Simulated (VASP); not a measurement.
A run of VASP 6.6.1 is set up as follows.

File INCAR:

```
PREC = Accurate
ENCUT = 520
EDIFF = 1E-6
ISMEAR = -1
SIGMA = 0.02
LREAL = False
LASPH = True
NELM = 100
ALGO = Normal
ISIF = 2
LWAVE = False
LCHARG = False
GGA = PE
IBRION = 2
NSW = 80
EDIFFG = -0.02
KPAR = 2
```

Contents of KPOINTS:

```
regular mesh
0
Gamma
  4 4 10
```

File POSCAR:

```
Si3N4
1.0
    7.6015000000      0.0000000000      0.0000000000
   -3.8007500000      6.5830921069      0.0000000000
    0.0000000000      0.0000000000      2.9061000000
Si N
6 8
Direct
    0.7684770000      0.1745690000      0.2500000000
    0.5939080000      0.7684770000      0.7500000000
    0.8254310000      0.5939080000      0.2500000000
    0.2315230000      0.8254310000      0.7500000000
    0.4060920000      0.2315230000      0.2500000000
    0.1745690000      0.4060920000      0.7500000000
    0.0304900000      0.3302600000      0.2500000000
    0.7002300000      0.0304900000      0.7500000000
    0.6697400000      0.7002300000      0.2500000000
    0.9695100000      0.6697400000      0.7500000000
    0.2997700000      0.9695100000      0.2500000000
    0.3302600000      0.2997700000      0.7500000000
    0.6666666667      0.3333333333      0.2500000000
    0.3333333333      0.6666666667      0.7500000000
```

Potentials or basis: VASP PAW PBE potentials, release 64 (Si, N).

Run with:

```console
$ cat potpaw_PBE.64/Si/POTCAR potpaw_PBE.64/N/POTCAR > POTCAR
$ mpirun -np 2 vasp_std > vasp.out
```

Q: Predict the band gap on the k mesh.

A: 4.33 eV (least direct gap 4.52 eV).

Q: Estimate the energy gained by relaxing.

A: 0.1 meV/atom.

The path:
| step | energy change (eV) | largest force (eV/Å) | pressure (GPa) |
| --- | --- | --- | --- |
| 1 | 0.0000 | 0.0446 | 5.50 |
| 2 | -0.0003 | 0.0573 | 5.48 |
| 3 | -0.0003 | 0.0480 | 5.49 |
| 4 | -0.0006 | 0.0285 | 5.47 |
| 5 | -0.0007 | 0.0209 | 5.45 |
| 6 | -0.0008 | 0.0123 | 5.44 |

A k mesh can miss the band edges.
